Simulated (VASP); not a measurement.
Write the native input for VASP 6.6.1 that does the following.

* Task: single point
* Functional: PBEsol
* Potentials or basis: VASP PAW PBE potentials, release 64 (Os)
* Cutoff: 520 eV
* k mesh: 15 × 15 × 15
* Occupations: fermi-dirac, width 0.1 eV
* Spin: no spin polarisation
* Dipole correction: no
* Further INCAR settings: ALGO = Normal; EDIFF = 1e-06; NBANDS = 10

The structure of Os lies in POSCAR:

```
Os
1.0
    2.5313331119      0.0000000000      0.0000000000
    0.0000000000      2.5313331119      0.0000000000
    0.0000000000      0.0000000000      2.5313331119
Os
1
Direct
    0.0000000000      0.0000000000      0.0000000000
```

These files were run (other wordings do the same):

INCAR

```
SYSTEM = Os
PREC     = Accurate       ! precision mode
ENCUT    = 520            ! plane-wave cutoff, eV
EDIFF    = 1E-6           ! SCF threshold, eV
ISMEAR   = -1             ! smearing method
SIGMA    = 0.1            ! smearing width, eV
LREAL    = .False.        ! projectors in reciprocal space
LASPH    = .True.         ! aspherical terms in the spheres
NELM     = 100            ! most SCF steps
ALGO     = Normal         ! electronic algorithm
ISIF     = 2              ! what is computed and relaxed
LWAVE    = .False.        ! write WAVECAR
LCHARG   = .True.         ! write CHGCAR
GGA      = PS             ! functional
LELF     = .True.         ! ELF
LVHAR    = .True.       
NBANDS   = 10             ! bands
```

KPOINTS

```
Automatic mesh
0
Gamma
  15 15 15
  0 0 0
```

Potentials or basis: VASP PAW PBE potentials, release 64 (Os).

The run is started by

```sh
$ cat potpaw_PBE.64/Os/POTCAR > POTCAR
$ mpirun -np 1 vasp_std > vasp.out
```

It gave:

```json
{"Pressure": "0.1 GPa", "Band gap on the k mesh": "zero (band 4 reaches 12.20 eV, above the bottom of band 5 at 6.26 eV)"}
```

Caveat: the PAW data sets were made with another functional, which shifts forces and pressure a little; spin-orbit coupling is left out, which moves the levels of the heavy elements.

Wall time 11 s on 1 thread of Intel(R) Xeon(R) Platinum 8259CL CPU @ 2.50GHz (Skylake/Cascade Lake) (shared host), peak memory 0.14 GiB.
